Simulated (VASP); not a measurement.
# K (Pm-3m) in VASP: further runs

The runs below take K through single point, with PBEsol.

Program: VASP 6.6.1. These are calculated values, not measurements. Logs are shortened: lines on timing, memory, paths and dates and some standing lists are left out, and cuts for length are marked.

**1. The cell of the first run**

It takes space group Pm-3m (No. 221, cubic). Conventional cell: a = 4.310 Å, b = 4.310 Å, c = 4.310 Å, α = 90.00°, β = 90.00°, γ = 90.00°. K (site symmetry m-3m) has 6 K at 4.31 Å within 5.7 Å.

**2. Single point, PBEsol**

INCAR

```
PREC = Accurate
ENCUT = 520
EDIFF = 1E-7
ISMEAR = 0
SIGMA = 0.15
LREAL = F
LASPH = T
NELM = 80
ALGO = Normal
ISIF = 2
LWAVE = F
LCHARG = T
GGA = PS
LELF = T
LVHAR = T
NBANDS = 10
```

KPOINTS

```
regular mesh
0
Gamma
  12 12 12
```

POSCAR

```
K
1.0
    4.3104394900      0.0000000000      0.0000000000
    0.0000000000      4.3104394900      0.0000000000
    0.0000000000      0.0000000000      4.3104394900
K
1
Direct
    0.0000000000      0.0000000000      0.0000000000
```

Potentials or basis: VASP PAW PBE potentials, release 64 (K_sv).

On the command line:

```bash
$ cat potpaw_PBE.64/K_sv/POTCAR > POTCAR
$ mpirun -np 1 vasp_std > vasp.out
```

OUTCAR:

```text
PREC = Accurate
   ENCUT = 520
   EDIFF = 1E-7
   ISMEAR = 0
   LREAL = F
   LASPH = T
   NELM = 80
   ISIF = 2
   GGA = PS

 ion  position               nearest neighbor table
   1  0.000  0.000  0.000-

  LATTYP: Found a simple cubic cell.
 ALAT       =     4.3104394900

  Lattice vectors:

 A1 = (   4.3104394900,   0.0000000000,   0.0000000000)
 A2 = (   0.0000000000,   4.3104394900,   0.0000000000)
 A3 = (   0.0000000000,   0.0000000000,   4.3104394900)

Analysis of symmetry for initial positions (statically):
=====================================================================
 Subroutine PRICEL returns:
 Original cell was already a primitive cell.

 Routine SETGRP: Setting up the symmetry group for a
 simple cubic supercell.

 Subroutine GETGRP returns: Found 48 space group operations
 (whereof 48 operations were pure point group operations)
 out of a pool of 48 trial point group operations.

The static configuration has the point symmetry O_h .

Analysis of symmetry for dynamics (positions and initial velocities):
=====================================================================
 Subroutine PRICEL returns:
 Original cell was already a primitive cell.

 Routine SETGRP: Setting up the symmetry group for a
 simple cubic supercell.

 Subroutine GETGRP returns: Found 48 space group operations
 (whereof 48 operations were pure point group operations)
 out of a pool of 48 trial point group operations.

The dynamic configuration has the point symmetry O_h .

 Subroutine INISYM returns: Found 48 space group operations
 (whereof 48 operations are pure point group operations),
 and found     1 'primitive' translations

----------------------------------------------------------------------------------------

                                     Primitive cell

  volume of cell :      80.0875

  direct lattice vectors                    reciprocal lattice vectors
     4.310439490  0.000000000  0.000000000     0.231994905  0.000000000  0.000000000
     0.000000000  4.310439490  0.000000000     0.000000000  0.231994905  0.000000000
     0.000000000  0.000000000  4.310439490     0.000000000  0.000000000  0.231994905

  length of vectors
     4.310439490  4.310439490  4.310439490     0.231994905  0.231994905  0.231994905

  position of ions in fractional coordinates (direct lattice)
     0.000000000  0.000000000  0.000000000

  ion indices of the primitive-cell ions
   primitive index   ion index
                 1           1

----------------------------------------------------------------------------------------

 KPOINTS: regular mesh

Automatic generation of k-mesh.
 Grid dimensions read from file:
 generate k-points for:   12   12   12

 Generating k-lattice:

  Cartesian coordinates                     Fractional coordinates (reciprocal lattice)
     0.019332909  0.000000000  0.000000000     0.083333333  0.000000000  0.000000000
     0.000000000  0.019332909  0.000000000     0.000000000  0.083333333  0.000000000
     0.000000000  0.000000000  0.019332909     0.000000000  0.000000000  0.083333333

  Length of vectors
     0.019332909  0.019332909  0.019332909

  Shift w.r.t. Gamma in fractional coordinates (k-lattice)
     0.000000000  0.000000000  0.000000000

 Subroutine IBZKPT returns following result:
 ===========================================

 Found     84 irreducible k-points:

 Following reciprocal coordinates:
            Coordinates               Weight
  0.000000  0.000000  0.000000      1.000000
  0.083333  0.000000  0.000000      6.000000
  0.166667  0.000000  0.000000      6.000000
  0.250000  0.000000  0.000000      6.000000
  0.333333  0.000000  0.000000      6.000000
  0.416667  0.000000  0.000000      6.000000
[... 16 lines left out ...]
  0.333333  0.333333  0.000000     12.000000
  0.416667  0.333333  0.000000     24.000000
 [... further k-points ...]
   k-points           NKPTS =     84   k-points in BZ     NKDIM =     84   number of bands    NBANDS=     10
   number of dos      NEDOS =    301   number of ions     NIONS =      1
   total plane-waves  NPLWV =  32768
   dimension x,y,z NGX =    32 NGY =   32 NGZ =   32
   dimension x,y,z NGXF=    64 NGYF=   64 NGZF=   64
   ions per type =               1
   NGX,Y,Z   is equivalent  to a cutoff of  12.34, 12.34, 12.34 a.u.
   NGXF,Y,Z  is equivalent  to a cutoff of  24.68, 24.68, 24.68 a.u.
 SYSTEM =  unknown system
   PREC   = accura    normal or accurate (medium, high low for compatibility)
   ISTART =      0    job   : 0-new  1-cont  2-samecut
   ICHARG =      2    charge: 1-file 2-atom 10-const
   ISPIN  =      1    spin polarized calculation?
   LNONCOLLINEAR =      F non collinear calculations
   LSORBIT =      F    spin-orbit coupling
   LASPH  =      T    aspherical Exc in radial PAW
   ENCUT  =  520.0 eV  38.22 Ry    6.18 a.u.   8.01  8.01  8.01*2*pi/ulx,y,z
   NELM   =     80;   NELMIN=  2; NELMDL= -5     # of ELM steps
   EDIFF  = 0.1E-06   stopping-criterion for ELM
   LREAL  =      F    real-space projection
   EDIFFG = 0.1E-05   stopping-criterion for IOM
   NSW    =      0    number of steps for IOM
   IBRION =     -1    ionic relax: 0-MD 1-quasi-New 2-CG
   NFREE  =      0    steps in history (QN), initial steepest desc. (CG)
   ISIF   =      2    stress and relaxation
   ISYM   =      2    0-nonsym 1-usesym 2-fastsym
   POTIM  = 0.5000    time-step for ionic-motion
   TEBEG  =    0.0;   TEEND  =   0.0 temperature during run
   PSTRESS=    0.0 pullay stress
   NELECT =       9.0000    total number of electrons
   NUPDOWN=      -1.0000    fix difference up-down
   EMIN   =  10.00;   EMAX   =-10.00  energy-range for DOS
   EFERMI =   0.00;   METHOD = LEGACY
   ISMEAR =     0;   SIGMA  =   0.15  broadening in eV -4-tet -1-fermi 0-gaus
   EFERMI_NEDOS =   21; number of points for ismear=-14 and -15
   IALGO  =     38    algorithm
   IMIX   =      4    mixing-type and parameters
     AMIX     =   0.40;   BMIX     =  1.00
     AMIX_MAG =   1.60;   BMIX_MAG =  1.00
  volume/ion in A,a.u.               =      80.09       540.46
  Fermi-wavevector in a.u.,A,eV,Ry     =   0.790013  1.492908  8.491671  0.624120
  Thomas-Fermi vector in A             =   1.895269
   LORBIT       =      0    0 simple, 1 ext, 2 COOP (PROOUT), +10 PAW based schemes
   GGA     = PS    functional components
   LHFCALC =     F    Hartree Fock is set to
   AEXX    =    0.0000 exact exchange contribution
   IVDW    =     0    specifies the selected vdW correction
   LEPSILON=     F    determine dielectric tensor
   LRPA    =     F    only Hartree local field effects (RPA)
 non-spin polarized calculation
 Gauss-broadening in eV      SIGMA  =   0.15
  energy-cutoff  :      520.00
  volume of cell :       80.09
 maximum number of plane-waves:      2200
   NGX = 17   NGY = 17   NGZ = 17

 number of electron       9.0000003 magnetization

 Free energy of the ion-electron system (eV)
  ---------------------------------------------------
  ext. energy  EPLUGINS =         0.00000000
  ---------------------------------------------------
  free energy    TOTEN  =        -1.02824228 eV

  energy without entropy =       -1.01878518  energy(sigma->0) =       -1.02351373

 E-fermi :  -0.3110     XC(G=0):  -5.4827

 val. band max:       -0.3550565145   @ k =   0.3333   0.2500   0.2500
 cond. band min:      -0.3020935432   @ k =   0.4167   0.2500   0.0833
 fundamental gap:      0.0529629713
 Fermi energy:        -0.3109603512

 k-point     1 :       0.0000    0.0000    0.0000
  band No.  band energies     occupation
      1     -32.5216      2.00000
      2     -16.0231      2.00000
      3     -16.0231      2.00000
      4     -16.0231      2.00000
      5      -2.3652      2.00000
      6       2.5702      0.00000
      7       2.5702      0.00000
      8       5.8440      0.00000
      9       5.8448      0.00000
     10       5.8598      0.00000

 k-point     2 :       0.0833    0.0000    0.0000
  band No.  band energies     occupation
      1     -32.5213      2.00000
      2     -16.0289      2.00000
      3     -16.0227      2.00000
      4     -16.0227      2.00000
      5      -2.3009      2.00000
      6       2.5035      0.00000
      7       2.6026      0.00000
      8       5.4791      0.00000
      9       5.4791      0.00000
     10       5.7178      0.00000

 k-point     3 :       0.1667    0.0000    0.0000
  band No.  band energies     occupation
      1     -32.5206      2.00000
      2     -16.0445      2.00000
      3     -16.0214      2.00000
      4     -16.0214      2.00000
      5      -2.1105      2.00000
      6       2.2510      0.00000
      7       2.6954      0.00000
      8       5.0954      0.00000
      9       5.0954      0.00000
     10       5.3802      0.00000

 k-point     4 :       0.2500    0.0000    0.0000
  band No.  band energies     occupation
      1     -32.5195      2.00000
      2     -16.0657      2.00000
      3     -16.0196      2.00000
      4     -16.0196      2.00000
      5      -1.8002      2.00000
      6       1.7619      0.00000
      7       2.8343      0.00000
      8       4.7751      0.00000
      9       4.7751      0.00000
     10       5.3697      0.00000

 k-point     5 :       0.3333    0.0000    0.0000
  band No.  band energies     occupation
      1     -32.5185      2.00000
      2     -16.0867      2.00000
      3     -16.0178      2.00000
      4     -16.0178      2.00000
      5      -1.3802      2.00000
      6       1.1153      0.00000
      7       2.9913      0.00000
      8       4.5350      0.00000
      9       4.5350      0.00000
     10       5.6758      0.00000

 k-point     6 :       0.4167    0.0000    0.0000
  band No.  band energies     occupation
      1     -32.5177      2.00000
      2     -16.1020      2.00000
      3     -16.0165      2.00000
      4     -16.0165      2.00000
      5      -0.8649      2.00000
      6       0.4278      0.00000
      7       3.1217      0.00000
      8       4.3863      0.00000
      9       4.3863      0.00000
     10       5.9823      0.00000
[... 183 lines left out ...]
 k-point    21 :       0.4167    0.2500    0.0000
  band No.  band energies     occupation
      1     -32.5157      2.00000
      2     -16.0969      2.00000
      3     -16.0574      2.00000
      4     -16.0130      2.00000
      5      -0.3566      1.33308
      6       0.8546      0.00000
      7       2.7339      0.00000
      8       3.4049      0.00000
      9       4.5787      0.00000
     10       5.2203      0.00000

 k-point    22 :       0.5000    0.2500    0.0000
  band No.  band energies     occupation
      1     -32.5154      2.00000
      2     -16.1023      2.00000
      3     -16.0568      2.00000
      4     -16.0126      2.00000
      5       0.1926      0.00000
      6       0.2450      0.00000
      7       3.0598      0.00000
      8       3.0931      0.00000
      9       4.5352      0.00000
     10       5.2358      0.00000

 k-point    23 :       0.3333    0.3333    0.0000
  band No.  band energies     occupation
      1     -32.5154      2.00000
      2     -16.0802      2.00000
      3     -16.0787      2.00000
      4     -16.0126      2.00000
      5      -0.4664      1.85718
      6       1.6834      0.00000
      7       1.9668      0.00000
      8       3.4249      0.00000
      9       4.7376      0.00000
     10       4.9995      0.00000

 k-point    24 :       0.4167    0.3333    0.0000
  band No.  band energies     occupation
      1     -32.5146      2.00000
      2     -16.0943      2.00000
      3     -16.0777      2.00000
      4     -16.0113      2.00000
      5       0.0003      0.00334
      6       1.1645      0.00000
      7       2.2250      0.00000
      8       3.0948      0.00000
      9       4.6848      0.00000
     10       4.9715      0.00000

 [... further k-points ...]

------------------------ aborting loop because EDIFF is reached ----------------------------------------

  FORCE on cell =-STRESS in cart. coord.  units (eV):
  Direction    XX          YY          ZZ          XY          YZ          ZX
  --------------------------------------------------------------------------------------
  -------------------------------------------------------------------------------------
  Total       -0.0737040     -0.0737040     -0.0737040     -0.0000000      0.0000000     -0.0000000
  in kB       -1.4744734     -1.4744734     -1.4744734     -0.0000000      0.0000000     -0.0000000
  external PRESSURE =      -1.4744734 kB  Pullay stress =       0.0000000 kB

 VOLUME and BASIS-vectors are now :
 -----------------------------------------------------------------------------
  energy-cutoff  :      520.00
  volume of cell :       80.09
      direct lattice vectors                 reciprocal lattice vectors
     4.310439490  0.000000000  0.000000000     0.231994905  0.000000000  0.000000000
     0.000000000  4.310439490  0.000000000     0.000000000  0.231994905  0.000000000
     0.000000000  0.000000000  4.310439490     0.000000000  0.000000000  0.231994905

 POSITION                                       TOTAL-FORCE (eV/Angst)
 -----------------------------------------------------------------------------------
      0.00000      0.00000      0.00000         0.000000      0.000000      0.000000
 -----------------------------------------------------------------------------------
    total drift:                                0.000000      0.000000      0.000000

  FREE ENERGIE OF THE ION-ELECTRON SYSTEM (eV)
  ---------------------------------------------------
  free  energy   TOTEN  =        -1.0282422761 eV

  energy  without entropy=       -1.0187851786  energy(sigma->0) =       -1.02351373
```

It took 33 s on 1 thread of AMD EPYC 7R43 (Zen 3), shared host; peak memory 0.17 GiB.

What came out:

| Property | Result |
| --- | --- |
| Free energy | -1.0282 eV |
| Pressure | -0.1 GPa |

Caveat: the PAW data sets were made with another functional, which shifts forces and pressure a little.

[end of part 1 of 2]
